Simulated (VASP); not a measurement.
# Cd (Im-3m) in VASP: a series of runs, part 2 of 2

VASP 6.6.1. Earlier steps stand in the parts before.

## (3) Single point, PBE

This run uses another cell than the first one, of 22.87 Å³/atom, 1.006 times its volume.

INCAR reads:

```
SYSTEM = Cd
PREC = Accurate
ENCUT = 500
EDIFF = 1E-6
ISMEAR = -1
SIGMA = 0.15
LREAL = .False.
LASPH = .True.
NELM = 120
ALGO = Normal
ISIF = 2
LWAVE = .False.
LCHARG = .True.
GGA = PE
LELF = .True.
LVHAR = .True.
NBANDS = 12
GGA_COMPAT = .False.
```

KPOINTS reads:

```
regular mesh
0
Gamma
  7 7 7
  0 0 0
```

POSCAR reads:

```
Cd
1.0
   -1.7880244685      1.7880244685      1.7880244685
    1.7880244685     -1.7880244685      1.7880244685
    1.7880244685      1.7880244685     -1.7880244685
Cd
1
Direct
    0.0000000000      0.0000000000      0.0000000000
```

Potentials or basis: VASP PAW PBE potentials, release 64 (Cd).

Run with:

```bash
cat potpaw_PBE.64/Cd/POTCAR > POTCAR
mpirun -np 1 vasp_std > vasp.out
```

OUTCAR:

```text
SYSTEM = Cd
   PREC = Accurate
   ENCUT = 500
   EDIFF = 1E-6
   ISMEAR = -1
   LREAL = .False.
   LASPH = .True.
   NELM = 120
   ISIF = 2
   GGA = PE

 ion  position               nearest neighbor table
   1  0.000  0.000  0.000-

  LATTYP: Found a body centered cubic cell.
 ALAT       =     3.5760489370

  Lattice vectors:

 A1 = (  -1.7880244685,   1.7880244685,   1.7880244685)
 A2 = (   1.7880244685,  -1.7880244685,   1.7880244685)
 A3 = (   1.7880244685,   1.7880244685,  -1.7880244685)

Analysis of symmetry for initial positions (statically):
=====================================================================
 Subroutine PRICEL returns:
 Original cell was already a primitive cell.

 Routine SETGRP: Setting up the symmetry group for a
 body centered cubic supercell.

 Subroutine GETGRP returns: Found 48 space group operations
 (whereof 48 operations were pure point group operations)
 out of a pool of 48 trial point group operations.

The static configuration has the point symmetry O_h .

Analysis of symmetry for dynamics (positions and initial velocities):
=====================================================================
 Subroutine PRICEL returns:
 Original cell was already a primitive cell.

 Routine SETGRP: Setting up the symmetry group for a
 body centered cubic supercell.

 Subroutine GETGRP returns: Found 48 space group operations
 (whereof 48 operations were pure point group operations)
 out of a pool of 48 trial point group operations.

The dynamic configuration has the point symmetry O_h .

 Subroutine INISYM returns: Found 48 space group operations
 (whereof 48 operations are pure point group operations),
 and found     1 'primitive' translations

----------------------------------------------------------------------------------------

                                     Primitive cell
[... 107 lines left out ...]
  Thomas-Fermi vector in A             =   2.450331
   LORBIT       =      0    0 simple, 1 ext, 2 COOP (PROOUT), +10 PAW based schemes
   GGA     = PE    functional components
   LHFCALC =     F    Hartree Fock is set to
   AEXX    =    0.0000 exact exchange contribution
   IVDW    =     0    specifies the selected vdW correction
   LEPSILON=     F    determine dielectric tensor
   LRPA    =     F    only Hartree local field effects (RPA)
 non-spin polarized calculation
  energy-cutoff  :      500.00
  volume of cell :       22.87
 maximum number of plane-waves:       603
   NGX = 11   NGY = 11   NGZ = 11

 number of electron      12.0000008 magnetization

 Free energy of the ion-electron system (eV)
  ---------------------------------------------------
  ext. energy  EPLUGINS =         0.00000000
  ---------------------------------------------------
  free energy    TOTEN  =        -0.72532158 eV

  energy without entropy =       -0.69399607  energy(sigma->0) =       -0.70965883

 E-fermi :   2.5418     XC(G=0): -10.7442

 val. band max:        1.8351385196   @ k =   0.4286   0.1429   0.0000
 cond. band min:       2.5519026594   @ k =  -0.4286  -0.4286   0.1429
 fundamental gap:      0.7167641398
 Fermi energy:         2.5418346533

 k-point     1 :       0.0000    0.0000    0.0000
  band No.  band energies     occupation
      1      -6.5806      2.00000
      2      -6.5806      2.00000
      3      -6.5806      2.00000
      4      -5.9884      2.00000
      5      -5.9884      2.00000
      6      -5.9328      2.00000
      7      17.8894      0.00000
      8      17.8894      0.00000
      9      17.8894      0.00000
     10      18.3367      0.00000
     11      18.3367      0.00000
     12      18.3367      0.00000
[... 271 lines left out ...]
 k-point    20 :      -0.4286    0.4286    0.4286
  band No.  band energies     occupation
      1      -6.9711      2.00000
      2      -6.9361      2.00000
      3      -5.7682      2.00000
      4      -5.7682      2.00000
      5      -5.7311      2.00000
      6       3.8469      0.00033
      7       6.3600      0.00000
      8       6.3600      0.00000
      9       8.8080      0.00000
     10      10.5819      0.00000
     11      12.2826      0.00000
     12      25.8678      0.00000

------------------------ aborting loop because EDIFF is reached ----------------------------------------

  FORCE on cell =-STRESS in cart. coord.  units (eV):
  Direction    XX          YY          ZZ          XY          YZ          ZX
  --------------------------------------------------------------------------------------
  -------------------------------------------------------------------------------------
  Total        0.1424388      0.1424388      0.1424388      0.0000000      0.0000000     -0.0000000
  in kB        9.9806457      9.9806457      9.9806457      0.0000000      0.0000000     -0.0000000
  external PRESSURE =       9.9806457 kB  Pullay stress =       0.0000000 kB

 VOLUME and BASIS-vectors are now :
 -----------------------------------------------------------------------------
  energy-cutoff  :      500.00
  volume of cell :       22.87
      direct lattice vectors                 reciprocal lattice vectors
    -1.788024468  1.788024468  1.788024468     0.000000000  0.279638231  0.279638231
     1.788024468 -1.788024468  1.788024468     0.279638231  0.000000000  0.279638231
     1.788024468  1.788024468 -1.788024468     0.279638231  0.279638231  0.000000000

 POSITION                                       TOTAL-FORCE (eV/Angst)
 -----------------------------------------------------------------------------------
      0.00000      0.00000      0.00000         0.000000     -0.000000      0.000000
 -----------------------------------------------------------------------------------
    total drift:                                0.000000      0.000000      0.000000

  FREE ENERGIE OF THE ION-ELECTRON SYSTEM (eV)
  ---------------------------------------------------
  free  energy   TOTEN  =        -0.7253215830 eV

  energy  without entropy=       -0.6939960725  energy(sigma->0) =       -0.70965883
```

Wall time 8.1 s (1 thread of Intel Xeon 8259CL, shared host); peak memory 0.13 GiB.

Results:

- Free energy: -0.7253 eV
- Pressure: 1.0 GPa
- Band gap on the k mesh: zero (band 6 reaches 4.13 eV, above the bottom of band 7 at 1.84 eV)

## (4) Single point, PBE

This run uses another cell than the first one, of 23.32 Å³/atom, 1.026 times its volume.

INCAR reads:

```
  PREC = Accurate
  ENCUT = 500
  EDIFF = 1E-6
  ISMEAR = -1
  SIGMA = 0.15
  LREAL = F
  LASPH = T
  NELM = 120
  ALGO = Normal
  ISIF = 2
  LWAVE = F
  LCHARG = F
  GGA = PE
  NBANDS = 12
  GGA_COMPAT = F
```

KPOINTS reads:

```
Automatic mesh
0
Gamma
  7 7 7
```

POSCAR reads:

```
Cd
1.0
   -1.7999121934      1.7999121934      1.7999121934
    1.7999121934     -1.7999121934      1.7999121934
    1.7999121934      1.7999121934     -1.7999121934
Cd
1
Direct
    0.0000000000      0.0000000000      0.0000000000
```

Run with:

```bash
cat potpaw_PBE.64/Cd/POTCAR > POTCAR
mpirun -np 1 vasp_std > vasp.out
```

Run time: 8 s. Hardware: 1 thread of Intel Xeon 8259CL, shared host; peak memory 0.14 GiB.

It converged, with:

```
Free energy            : -0.7271 eV
Pressure               : 0.2 GPa
Band gap on the k mesh : zero (band 6 reaches 3.95 eV, above the bottom of band 7 at 1.67 eV)
```

Levels at points of the mesh, in eV from the Fermi level:
```csv
k point,band 2,band 3,band 4,band 5,band 6,band 7,band 8,band 9,band 10,band 11
"(0.00, 0.00, 0.00)",-9.06,-9.06,-8.50,-8.50,-8.33,15.26,15.26,15.26,15.52,15.52
```

## (5) Summary

| cell | gap on the mesh (eV) | pressure (GPa) |
| --- | --- | --- |
| a = 3.091 Å, angles 109.5°, 1 atom | none | 1.2 |
| a = 3.097 Å, angles 109.5°, 1 atom | none | 1.0 |
| a = 3.118 Å, angles 109.5°, 1 atom | none | 0.2 |

Alike in all rows: task single point; level PBE; potentials or basis VASP PAW PBE potentials, release 64 (Cd); no spin polarisation; k mesh 7 × 7 × 7; cutoff (eV) 500; smearing fermi-dirac 0.15 eV.

Total energies depend on the potentials used, so only differences within one code and one set of settings carry meaning.
